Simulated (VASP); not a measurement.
# BN (F-43m) in VASP: single point with PBE

Aim: the single point of BN with PBE.

Program: VASP 6.6.1. These are calculated values, not measurements. Logs are shortened: lines on timing, memory, paths and dates and some standing lists are left out, and cuts for length are marked.

## (1) The cell of the first run

Symmetry: F-43m, No. 216, cubic system. Conventional cell: a = 3.626 Å, b = 3.626 Å, c = 3.626 Å, α = 90.00°, β = 90.00°, γ = 90.00°. B (site symmetry -43m) has 4 N at 1.57 Å within 2.1 Å. N (site symmetry -43m) has 4 B at 1.57 Å within 2.1 Å.

## (2) Single point, PBE

INCAR reads:

```
ALGO = Normal
EDIFF = 1E-6
ENCUT = 520
GGA = PE
ISIF = 2
ISMEAR = 0
LASPH = True
LCHARG = False
LREAL = False
LWAVE = False
NBANDS = 16
NELM = 100
PREC = Accurate
SIGMA = 0.05
```

KPOINTS reads:

```
k-points
0
Gamma
  10 10 6
```

POSCAR reads:

```
BN
1.0
    0.0000000000     -1.8130010000     -1.8130010000
    0.0000000000      1.8130010000     -1.8130010000
    3.6260020000      0.0000000000      0.0000000000
B N
2 2
Direct
    0.5000000000      0.5000000000      0.5000000000
    0.0000000000      0.0000000000      0.0000000000
    0.0000000000      0.5000000000      0.2500000000
    0.5000000000      0.0000000000      0.7500000000
```

Potentials or basis: VASP PAW PBE potentials, release 64 (B, N).

Started as:

```
> cat potpaw_PBE.64/B/POTCAR potpaw_PBE.64/N/POTCAR > POTCAR
> mpirun -np 1 vasp_std > vasp.out
```

OUTCAR:

```text
EDIFF = 1E-6
   ENCUT = 520
   GGA = PE
   ISIF = 2
   ISMEAR = 0
   LASPH = True
   LREAL = False
   NELM = 100
   PREC = Accurate

 ion  position               nearest neighbor table
   1  0.500  0.500  0.500-   3 1.57   4 1.57   4 1.57   3 1.57
   2  0.000  0.000  0.000-   3 1.57   4 1.57   3 1.57   4 1.57
   3  0.000  0.500  0.250-   1 1.57   2 1.57   2 1.57   1 1.57
   4  0.500  0.000  0.750-   1 1.57   2 1.57   1 1.57   2 1.57

  LATTYP: Found a simple tetragonal cell.
 ALAT       =     2.5639706028
 C/A-ratio  =     1.4142135624

  Lattice vectors:

 A1 = (   0.0000000000,  -1.8130010000,  -1.8130010000)
 A2 = (   0.0000000000,   1.8130010000,  -1.8130010000)
 A3 = (   3.6260020000,   0.0000000000,   0.0000000000)

Analysis of symmetry for initial positions (statically):
=====================================================================
 Subroutine PRICEL returns following result:

  LATTYP: Found a face centered cubic cell.
 ALAT       =     3.6260020000

  Lattice vectors:

 A1 = (  -1.8130010000,   0.0000000000,   1.8130010000)
 A2 = (  -1.8130010000,  -1.8130010000,   0.0000000000)
 A3 = (  -0.0000000000,  -1.8130010000,   1.8130010000)

   2 primitive cells build up your supercell.

 Routine SETGRP: Setting up the symmetry group for a
 simple tetragonal supercell.

 Subroutine GETGRP returns: Found  8 space group operations
 (whereof  8 operations were pure point group operations)
 out of a pool of 16 trial point group operations.

The static configuration has the point symmetry D_2d.

Analysis of symmetry for dynamics (positions and initial velocities):
=====================================================================
 Subroutine PRICEL returns following result:

  LATTYP: Found a face centered cubic cell.
 ALAT       =     3.6260020000

  Lattice vectors:

 A1 = (  -1.8130010000,   0.0000000000,   1.8130010000)
 A2 = (  -1.8130010000,  -1.8130010000,   0.0000000000)
 A3 = (  -0.0000000000,  -1.8130010000,   1.8130010000)

   2 primitive cells build up your supercell.

 Routine SETGRP: Setting up the symmetry group for a
 simple tetragonal supercell.

 Subroutine GETGRP returns: Found  8 space group operations
 (whereof  8 operations were pure point group operations)
 out of a pool of 16 trial point group operations.

The dynamic configuration has the point symmetry D_2d.

 Subroutine INISYM returns: Found  8 space group operations
 (whereof  8 operations are pure point group operations),
 and found     2 'primitive' translations

----------------------------------------------------------------------------------------

                                     Primitive cell

  volume of cell :      11.9186

  direct lattice vectors                    reciprocal lattice vectors
    -1.813001000  0.000000000  1.813001000    -0.275785838  0.275785838  0.275785838
    -1.813001000 -1.813001000  0.000000000    -0.275785838 -0.275785838 -0.275785838
    -0.000000000 -1.813001000  1.813001000     0.275785838 -0.275785838  0.275785838

  length of vectors
     2.563970603  2.563970603  2.563970603     0.477675083  0.477675083  0.477675083

  position of ions in fractional coordinates (direct lattice)
     0.000000000  0.000000000  1.000000000
     0.750000000  0.750000000  0.750000000

  ion indices of the primitive-cell ions
   primitive index   ion index
                 1           1
                 2           3

----------------------------------------------------------------------------------------

 KPOINTS: k-points

Automatic generation of k-mesh.
 Grid dimensions read from file:
 generate k-points for:   10   10    6

 Generating k-lattice:

  Cartesian coordinates                     Fractional coordinates (reciprocal lattice)
     0.000000000 -0.027578584 -0.027578584     0.100000000  0.000000000  0.000000000
     0.000000000  0.027578584 -0.027578584     0.000000000  0.100000000  0.000000000
     0.045964306  0.000000000  0.000000000     0.000000000  0.000000000  0.166666667

  Length of vectors
     0.039002007  0.039002007  0.045964306

  Shift w.r.t. Gamma in fractional coordinates (k-lattice)
     0.000000000  0.000000000  0.000000000

 Subroutine IBZKPT returns following result:
 ===========================================

 Found     84 irreducible k-points:

 Following reciprocal coordinates:
            Coordinates               Weight
  0.000000  0.000000  0.000000      1.000000
  0.100000  0.000000  0.000000      4.000000
  0.200000  0.000000  0.000000      4.000000
  0.300000  0.000000  0.000000      4.000000
  0.400000  0.000000  0.000000      4.000000
  0.500000  0.000000  0.000000      2.000000
[... 16 lines left out ...]
  0.100000  0.000000  0.166667      8.000000
  0.200000  0.000000  0.166667      8.000000
 [... further k-points ...]
   k-points           NKPTS =     84   k-points in BZ     NKDIM =     84   number of bands    NBANDS=     16
   number of dos      NEDOS =    301   number of ions     NIONS =      4
   total plane-waves  NPLWV =  11200
   dimension x,y,z NGX =    20 NGY =   20 NGZ =   28
   dimension x,y,z NGXF=    40 NGYF=   40 NGZF=   56
   ions per type =               2   2
   NGX,Y,Z   is equivalent  to a cutoff of  12.97, 12.97, 12.84 a.u.
   NGXF,Y,Z  is equivalent  to a cutoff of  25.94, 25.94, 25.68 a.u.
 SYSTEM =  unknown system
   PREC   = accura    normal or accurate (medium, high low for compatibility)
   ISTART =      0    job   : 0-new  1-cont  2-samecut
   ICHARG =      2    charge: 1-file 2-atom 10-const
   ISPIN  =      1    spin polarized calculation?
   LNONCOLLINEAR =      F non collinear calculations
   LSORBIT =      F    spin-orbit coupling
   LASPH  =      T    aspherical Exc in radial PAW
   ENCUT  =  520.0 eV  38.22 Ry    6.18 a.u.   4.77  4.77  6.74*2*pi/ulx,y,z
   NELM   =    100;   NELMIN=  2; NELMDL= -5     # of ELM steps
   EDIFF  = 0.1E-05   stopping-criterion for ELM
   LREAL  =      F    real-space projection
   EDIFFG = 0.1E-04   stopping-criterion for IOM
   NSW    =      0    number of steps for IOM
   IBRION =     -1    ionic relax: 0-MD 1-quasi-New 2-CG
   NFREE  =      0    steps in history (QN), initial steepest desc. (CG)
   ISIF   =      2    stress and relaxation
   ISYM   =      2    0-nonsym 1-usesym 2-fastsym
   POTIM  = 0.5000    time-step for ionic-motion
   TEBEG  =    0.0;   TEEND  =   0.0 temperature during run
   PSTRESS=    0.0 pullay stress
   NELECT =      16.0000    total number of electrons
   NUPDOWN=      -1.0000    fix difference up-down
   EMIN   =  10.00;   EMAX   =-10.00  energy-range for DOS
   EFERMI =   0.00;   METHOD = LEGACY
   ISMEAR =     0;   SIGMA  =   0.05  broadening in eV -4-tet -1-fermi 0-gaus
   EFERMI_NEDOS =   21; number of points for ismear=-14 and -15
   IALGO  =     38    algorithm
   IMIX   =      4    mixing-type and parameters
     AMIX     =   0.40;   BMIX     =  1.00
     AMIX_MAG =   1.60;   BMIX_MAG =  1.00
  volume/ion in A,a.u.               =       5.96        40.22
  Fermi-wavevector in a.u.,A,eV,Ry     =   1.433387  2.708709 27.954506  2.054598
  Thomas-Fermi vector in A             =   2.552911
   LORBIT       =      0    0 simple, 1 ext, 2 COOP (PROOUT), +10 PAW based schemes
   GGA     = PE    functional components
   LHFCALC =     F    Hartree Fock is set to
   AEXX    =    0.0000 exact exchange contribution
   IVDW    =     0    specifies the selected vdW correction
   LEPSILON=     F    determine dielectric tensor
   LRPA    =     F    only Hartree local field effects (RPA)
 non-spin polarized calculation
 Gauss-broadening in eV      SIGMA  =   0.05
  energy-cutoff  :      520.00
  volume of cell :       23.84
 maximum number of plane-waves:       664
 NGX is ok and might be reduce to    20
   NGX =  9   NGY =  9   NGZ = 13

 number of electron      16.0000000 magnetization

 Free energy of the ion-electron system (eV)
  ---------------------------------------------------
  ext. energy  EPLUGINS =         0.00000000
  ---------------------------------------------------
  free energy    TOTEN  =       -34.90205777 eV

  energy without entropy =      -34.90205777  energy(sigma->0) =      -34.90205777

 E-fermi :   7.5238     XC(G=0): -12.7771

 val. band max:        7.2910158093   @ k =   0.0000   0.0000   0.0000
 cond. band min:      11.7406944990   @ k =   0.0000   0.0000   0.0000
 fundamental gap:      4.4496786897
 Fermi energy:         7.5237753474

 k-point     1 :       0.0000    0.0000    0.0000
  band No.  band energies     occupation
      1     -12.8363      2.00000
      2      -7.3083      2.00000
      3      -1.5652      2.00000
      4       2.4318      2.00000
      5       2.4318      2.00000
      6       7.2910      2.00000
[... 8 lines left out ...]
     15      25.0694      0.00000
     16      25.0694      0.00000

 k-point     2 :       0.1000    0.0000    0.0000
  band No.  band energies     occupation
      1     -12.6752      2.00000
      2      -7.2590      2.00000
      3      -1.4300      2.00000
      4       1.7151      2.00000
      5       2.5680      2.00000
      6       6.5387      2.00000
[... 8 lines left out ...]
     15      24.6883      0.00000
     16      24.8258      0.00000

 k-point     3 :       0.2000    0.0000    0.0000
  band No.  band energies     occupation
      1     -12.1973      2.00000
      2      -7.1913      2.00000
      3      -1.0353      2.00000
      4       0.2936      2.00000
      5       2.9652      2.00000
      6       4.8462      2.00000
[... 8 lines left out ...]
     15      23.6659      0.00000
     16      24.2105      0.00000

 k-point     4 :       0.3000    0.0000    0.0000
  band No.  band energies     occupation
      1     -11.4221      2.00000
      2      -7.3700      2.00000
      3      -0.8998      2.00000
      4      -0.2795      2.00000
      5       2.9345      2.00000
      6       3.5877      2.00000
[... 8 lines left out ...]
     15      22.2744      0.00000
     16      23.4563      0.00000

 k-point     5 :       0.4000    0.0000    0.0000
  band No.  band energies     occupation
      1     -10.3935      2.00000
      2      -8.0853      2.00000
      3      -1.0211      2.00000
      4       0.6036      2.00000
      5       1.1673      2.00000
      6       3.0588      2.00000
[... 8 lines left out ...]
     15      21.3729      0.00000
     16      22.6160      0.00000

 k-point     6 :       0.5000    0.0000    0.0000
  band No.  band energies     occupation
      1      -9.2092      2.00000
      2      -9.2092      2.00000
      3      -0.2344      2.00000
      4      -0.2344      2.00000
      5       1.7418      2.00000
      6       1.7418      2.00000
[... 8 lines left out ...]
     15      21.6748      0.00000
     16      21.6748      0.00000
[... 267 lines left out ...]
 k-point    21 :       0.5000    0.5000    0.0000
  band No.  band energies     occupation
      1      -7.3083      2.00000
      2      -7.3083      2.00000
      3      -1.5652      2.00000
      4      -1.5652      2.00000
      5       2.4318      2.00000
      6       2.4318      2.00000
[... 8 lines left out ...]
     15      25.0694      0.00000
     16      25.0694      0.00000

 k-point    22 :       0.0000    0.0000    0.1667
  band No.  band energies     occupation
      1     -12.6127      2.00000
      2      -8.0648      2.00000
      3      -0.6449      2.00000
      4       2.6521      2.00000
      5       2.6521      2.00000
      6       6.6972      2.00000
[... 8 lines left out ...]
     15      24.3946      0.00000
     16      24.3946      0.00000

 k-point    23 :       0.1000    0.0000    0.1667
  band No.  band energies     occupation
      1     -12.4529      2.00000
      2      -7.9797      2.00000
      3      -0.6474      2.00000
      4       2.0504      2.00000
      5       2.7837      2.00000
      6       5.4830      2.00000
[... 8 lines left out ...]
     15      24.0134      0.00000
     16      24.0331      0.00000

 k-point    24 :       0.2000    0.0000    0.1667
  band No.  band energies     occupation
      1     -11.9799      2.00000
      2      -7.7841      2.00000
      3      -0.9626      2.00000
      4       1.2186      2.00000
      5       3.1660      2.00000
      6       3.6568      2.00000
[... 8 lines left out ...]
     15      22.9956      0.00000
     16      23.1599      0.00000

 [... further k-points ...]

------------------------ aborting loop because EDIFF is reached ----------------------------------------

  FORCE on cell =-STRESS in cart. coord.  units (eV):
  Direction    XX          YY          ZZ          XY          YZ          ZX
  --------------------------------------------------------------------------------------
  -------------------------------------------------------------------------------------
  Total       -0.0232122     -0.0231502     -0.0231502      0.0000000      0.0000000      0.0000000
  in kB       -1.5601727     -1.5560053     -1.5560053      0.0000000      0.0000000      0.0000000
  external PRESSURE =      -1.5573944 kB  Pullay stress =       0.0000000 kB

 VOLUME and BASIS-vectors are now :
 -----------------------------------------------------------------------------
  energy-cutoff  :      520.00
  volume of cell :       23.84
      direct lattice vectors                 reciprocal lattice vectors
     0.000000000 -1.813001000 -1.813001000     0.000000000 -0.275785838 -0.275785838
     0.000000000  1.813001000 -1.813001000     0.000000000  0.275785838 -0.275785838
     3.626002000  0.000000000  0.000000000     0.275785838  0.000000000  0.000000000

 POSITION                                       TOTAL-FORCE (eV/Angst)
 -----------------------------------------------------------------------------------
      1.81300      0.00000     -1.81300         0.000000     -0.000000     -0.000000
      0.00000      0.00000      0.00000         0.000000     -0.000000     -0.000000
      0.90650      0.90650     -0.90650        -0.000000      0.000000      0.000000
      2.71950     -0.90650     -0.90650         0.000000      0.000000      0.000000
 -----------------------------------------------------------------------------------
    total drift:                               -0.000000      0.000000     -0.000000

  FREE ENERGIE OF THE ION-ELECTRON SYSTEM (eV)
  ---------------------------------------------------
  free  energy   TOTEN  =       -34.9020577707 eV

  energy  without entropy=      -34.9020577707  energy(sigma->0) =      -34.90205777
```

Wall time 40 s (1 thread of AMD EPYC 7R13, shared host); peak memory 0.11 GiB.

Results:

| Quantity | Value |
| --- | --- |
| Free energy | -34.9021 eV |
| Pressure | -0.2 GPa |
| Band gap on the k mesh | 4.45 eV |

A k mesh can miss the band edges.
